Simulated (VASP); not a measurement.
# O (C2/m) in VASP: notebook, part 3 of 3

VASP 6.6.1. Earlier steps stand in the parts before.

## 5. Single point, r2SCAN

This run uses another cell than the first one, of 16.94 Å³/atom, 0.925 times its volume.

Input file POSCAR:

```
O
1.0
    2.8322653448     -1.6512584499      0.0000000000
    2.8322653448      1.6512584499      0.0000000000
   -2.3784205071      0.0000000000      3.6225725980
O
2
Direct
    0.9745461700      0.9745461700      0.8444259800
    0.0254538300      0.0254538300      0.1555740200
```

Input file INCAR.step1:

```
PREC = Accurate ; ENCUT = 520
ISMEAR = -1 ; SIGMA = 0.05
LREAL = False ; LASPH = True
NELM = 80 ; NBANDS = 13
GGA = PE ; ALGO = Normal
EDIFF = 1E-4 ; LWAVE = True
LCHARG = False
```

Input file INCAR.step2:

```
PREC = Accurate ; ENCUT = 520
EDIFF = 1E-6 ; ISMEAR = -1
SIGMA = 0.05 ; LREAL = False
LASPH = True ; NELM = 80
ALGO = Normal ; ISIF = 2
LWAVE = False ; LCHARG = False
METAGGA = R2SCAN ; LMIXTAU = True
NBANDS = 13 ; ISTART = 1
```

Input file KPOINTS:

```
Automatic mesh
0
Gamma
  10 10 7
```

Potentials or basis: VASP PAW PBE potentials, release 64 (O).

Started as:

```console
$ cat potpaw_PBE.64/O/POTCAR > POTCAR
$ cp INCAR.step1 INCAR
$ mpirun -np 1 vasp_std > vasp.out
$ cp INCAR.step2 INCAR
$ mpirun -np 1 vasp_std > vasp.out
```

OUTCAR:

```text
PREC = Accurate
   ENCUT = 520
   EDIFF = 1E-6
   ISMEAR = -1
   LREAL = False
   LASPH = True
   NELM = 80
   ISIF = 2
   METAGGA = R2SCAN
   ISTART = 1

 ion  position               nearest neighbor table
   1  0.975  0.975  0.844-   2 1.21
   2  0.025  0.025  0.156-   1 1.21

  LATTYP: Found a base centered monoclinic cell.
 ALAT       =     5.6645306896
 B/A-ratio  =     0.5830168607
 C/A-ratio  =     0.7650377976
 COS(beta)  =    -0.5488350190

[... 560 lines left out ...]
      5      -9.0047      2.00000
      6      -2.0206      1.06063
      7      -1.7122      0.00472
      8       7.9032      0.00000
      9       9.3429      0.00000
     10      10.4530      0.00000
     11      12.1998      0.00000
     12      14.5908      0.00000
     13      17.1156      0.00000

 [... further k-points ...]
[... 5 lines left out ...]
  --------------------------------------------------------------------------------------
  -------------------------------------------------------------------------------------
  Total       -0.1327330     -1.0268906      0.2138683      0.0000000      0.0000000     -0.1865725
  in kB       -6.2761495    -48.5555254     10.1125541      0.0000000      0.0000000     -8.8218995
  external PRESSURE =     -14.9063736 kB  Pullay stress =       0.0000000 kB

 VOLUME and BASIS-vectors are now :
 -----------------------------------------------------------------------------
  energy-cutoff  :      520.00
  volume of cell :       33.88
      direct lattice vectors                 reciprocal lattice vectors
     2.832265345 -1.651258450  0.000000000     0.176537132 -0.302799359  0.115906451
     2.832265345  1.651258450  0.000000000     0.176537132  0.302799359  0.115906451
    -2.378420507  0.000000000  3.622572598     0.000000000  0.000000000  0.276046918

 POSITION                                       TOTAL-FORCE (eV/Angst)
 -----------------------------------------------------------------------------------
      3.51195      0.00000      3.05899         0.181723      0.000000     -0.899393
     -0.22584      0.00000      0.56358        -0.181723      0.000000      0.899393
 -----------------------------------------------------------------------------------
    total drift:                                0.000000     -0.000000      0.000000

  FREE ENERGIE OF THE ION-ELECTRON SYSTEM (eV)
  ---------------------------------------------------
  free  energy   TOTEN  =       -10.5781673185 eV

  energy  without entropy=      -10.5280232685  energy(sigma->0) =      -10.55309529
```

It took 5.1 min on 1 thread of Intel Xeon Platinum 8488C (Sapphire Rapids), shared host; peak memory 0.19 GiB.

What came out:

| Item | Value |
| --- | --- |
| Free energy | -10.5782 eV |
| Pressure | -1.5 GPa |
| Largest force | 0.918 eV/Å |
| Band gap on the k mesh | zero (band 6 reaches -1.88 eV, above the bottom of band 7 at -2.17 eV) |

Forces on the atoms (eV/Å):
```
O    0.182  0.000 -0.899
O   -0.182  0.000  0.899
```

Stress tensor (GPa, compression positive):
```
-0.63  0.00 -0.88
 0.00 -4.86  0.00
-0.88  0.00  1.01
```

Levels at points of the mesh, in eV from the Fermi level:
```
           k point  band 3  band 4  band 5  band 6  band 7  band 8  band 9  band 10
(0.00, 0.00, 0.00)   -8.21   -6.69   -6.65   -0.10    0.20    7.33   11.46    15.20
(0.50, 0.00, 0.00)   -7.83   -7.71   -6.81   -0.29    0.13   10.57   11.66    12.09
(0.50, 0.50, 0.00)   -7.73   -7.48   -7.04   -0.02    0.39   10.70   11.24    12.31
```

Caveat: the standard files for N, O and F lose accuracy on very short bonds; spin is off for a triplet molecule; the PAW data sets were made with another functional, which shifts forces and pressure a little.

## 6. Single point, r2SCAN

This run uses another cell than the first one, of 17.29 Å³/atom, 0.943 times its volume.

Input file POSCAR:

```
O
1.0
    2.8514028533     -1.6624159400      0.0000000000
    2.8514028533      1.6624159400      0.0000000000
   -2.3944914034      0.0000000000      3.6470501824
O
2
Direct
    0.9745461700      0.9745461700      0.8444259800
    0.0254538300      0.0254538300      0.1555740200
```

Input file INCAR.step1:

```
SYSTEM = O
  PREC = Accurate
  ENCUT = 520
  ISMEAR = -1
  SIGMA = 0.05
  LREAL = .False.
  LASPH = .True.
  NELM = 100
  NBANDS = 13
  GGA = PE
  ALGO = Normal
  EDIFF = 1E-4
  LWAVE = .True.
  LCHARG = .False.
```

Input file INCAR.step2:

```
SYSTEM = O
  PREC = Accurate
  ENCUT = 520
  EDIFF = 1E-7
  ISMEAR = -1
  SIGMA = 0.05
  LREAL = .False.
  LASPH = .True.
  NELM = 100
  ALGO = Normal
  ISIF = 2
  LWAVE = .False.
  LCHARG = .False.
  METAGGA = R2SCAN
  LMIXTAU = .True.
  NBANDS = 13
  ISTART = 1
```

Input file KPOINTS:

```
Automatic mesh
0
Gamma
  10 10 7
  0 0 0
```

Potentials or basis: VASP PAW PBE potentials, release 64 (O).

Started as:

```console
$ cat potpaw_PBE.64/O/POTCAR > POTCAR
$ cp INCAR.step1 INCAR
$ mpirun -np 1 vasp_std > vasp.out
$ cp INCAR.step2 INCAR
$ mpirun -np 1 vasp_std > vasp.out
```

Wall time 8.8 min (1 thread of Intel Xeon Platinum 8488C (Sapphire Rapids), shared host); peak memory 0.2 GiB.

It converged, with:

```
Free energy            : -10.5706 eV
Pressure               : -2.6 GPa
Largest force          : 0.296 eV/Å
Band gap on the k mesh : zero (band 6 reaches -2.03 eV, above the bottom of band 7 at -2.31 eV)
```

Forces in eV/Å, atoms in the order of the input:
```
O   -0.053  0.000 -0.291
O    0.053  0.000  0.291
```

Stress tensor (GPa, compression positive):
```
-1.15  0.00  0.35
 0.00 -4.66  0.00
 0.35  0.00 -2.13
```

Levels at points of the mesh, in eV from the Fermi level:
| k point | band 3 | band 4 | band 5 | band 6 | band 7 | band 8 | band 9 | band 10 |
| --- | --- | --- | --- | --- | --- | --- | --- | --- |
| (0.00, 0.00, 0.00) | -8.08 | -6.55 | -6.52 | -0.10 | 0.19 | 7.31 | 11.20 | 15.15 |
| (0.50, 0.00, 0.00) | -7.66 | -7.61 | -6.68 | -0.28 | 0.13 | 10.48 | 11.48 | 12.05 |
| (0.50, 0.50, 0.00) | -7.57 | -7.40 | -6.90 | -0.02 | 0.38 | 10.48 | 11.25 | 12.28 |

Caveat: the standard files for N, O and F lose accuracy on very short bonds; spin is off for a triplet molecule; the PAW data sets were made with another functional, which shifts forces and pressure a little.

## 7. Summary

| level | potentials or basis | cell | gap on the mesh (eV) | pressure (GPa) | largest force (eV/Å) |
| --- | --- | --- | --- | --- | --- |
| LDA | VASP PAW LDA potentials, release 64 (O) | a = 3.365, b = 3.365, c = 4.448 Å, angles 118.3, 118.3, 60.5°, 2 atoms | none | -6.7 | 1.69 |
| r2SCAN | VASP PAW PBE potentials, release 64 (O) | a = 3.233, b = 3.233, c = 4.274 Å, angles 118.3, 118.3, 60.5°, 2 atoms | none | 1.2 | 2.37 |
| r2SCAN | VASP PAW PBE potentials, release 64 (O) | a = 3.256, b = 3.256, c = 4.304 Å, angles 118.3, 118.3, 60.5°, 2 atoms | none | -0.2 | 1.61 |
| r2SCAN | VASP PAW PBE potentials, release 64 (O) | a = 3.278, b = 3.278, c = 4.334 Å, angles 118.3, 118.3, 60.5°, 2 atoms | none | -1.5 | 0.92 |
| r2SCAN | VASP PAW PBE potentials, release 64 (O) | a = 3.301, b = 3.301, c = 4.363 Å, angles 118.3, 118.3, 60.5°, 2 atoms | none | -2.6 | 0.30 |

Alike in all rows: task single point; no spin polarisation; k mesh 10 × 10 × 7; cutoff (eV) 520; smearing fermi-dirac 0.05 eV.

Caveats: the standard files for N, O and F lose accuracy on very short bonds; spin is off for a triplet molecule; the PAW data sets were made with another functional, which shifts forces and pressure a little (some runs); forces of over 1 eV/Å act on the atoms, so gaps and moduli don't describe the material at rest (some runs).

Absolute energies hang on the potentials; compare differences alone.
